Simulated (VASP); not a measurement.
Input of a VASP 6.6.1 run:

POSCAR

```
ZnSiP2
1.0
   -2.6884956339      2.6884956339      5.2338435169
    2.6884956339     -2.6884956339      5.2338435169
    2.6884956339      2.6884956339     -5.2338435169
Zn P Si
2 4 2
Direct
    0.0000000000      0.0000000000      0.0000000000
    0.7500000000      0.2500000000      0.5000000000
    0.3750000000      0.3918255494      0.5168255494
    0.1418255494      0.6250000000      0.0168255494
    0.8750000000      0.8581744506      0.4831744506
    0.6081744506      0.1250000000     -0.0168255494
    0.5000000000      0.5000000000      0.0000000000
    0.2500000000      0.7500000000      0.5000000000
```

File INCAR.step1:

```
SYSTEM = ZnSiP2
PREC = Accurate ; ENCUT = 550
ISMEAR = 0 ; SIGMA = 0.01
LREAL = .False. ; LASPH = .True.
NELM = 120 ; NBANDS = 36
GGA = PE ; ALGO = Normal
EDIFF = 1E-5 ; LWAVE = .True.
LCHARG = .False. ; GGA_COMPAT = .False.
```

INCAR.step2

```
SYSTEM = ZnSiP2
PREC = Accurate ; ENCUT = 550
EDIFF = 1E-6 ; ISMEAR = 0
SIGMA = 0.01 ; LREAL = .False.
LASPH = .True. ; NELM = 120
ALGO = Normal ; ISIF = 2
LWAVE = .False. ; LCHARG = .False.
METAGGA = R2SCAN ; LMIXTAU = .True.
NBANDS = 36 ; ISTART = 1
GGA_COMPAT = .False.
```

The input KPOINTS:

```
regular mesh
0
Gamma
  6 6 6
  0 0 0
```

Potentials or basis: VASP PAW PBE potentials, release 64 (Zn, P, Si).

Launch:

```console
$ cat potpaw_PBE.64/Zn/POTCAR potpaw_PBE.64/P/POTCAR potpaw_PBE.64/Si/POTCAR > POTCAR
$ cp INCAR.step1 INCAR
$ mpirun -np 1 vasp_std > vasp.out
$ cp INCAR.step2 INCAR
$ mpirun -np 1 vasp_std > vasp.out
```

**Question.** Estimate the band gap on the k mesh.

**Answer.** 1.57 eV.

**Question.** Predict the largest force.

**Answer.** 0.039 eV/Å.

**Question.** Estimate the pressure.

**Answer.** -0.2 GPa.

Forces on the atoms (eV/Å):
```
Zn   0.000  0.000  0.000
Zn   0.000  0.000  0.000
P    0.039  0.000  0.000
P    0.000  0.039  0.000
P   -0.039  0.000  0.000
P    0.000 -0.039  0.000
Si   0.000  0.000  0.000
Si   0.000  0.000  0.000
```

Caveat: the PAW data sets were made with another functional, which shifts forces and pressure a little. A k mesh can miss the band edges.
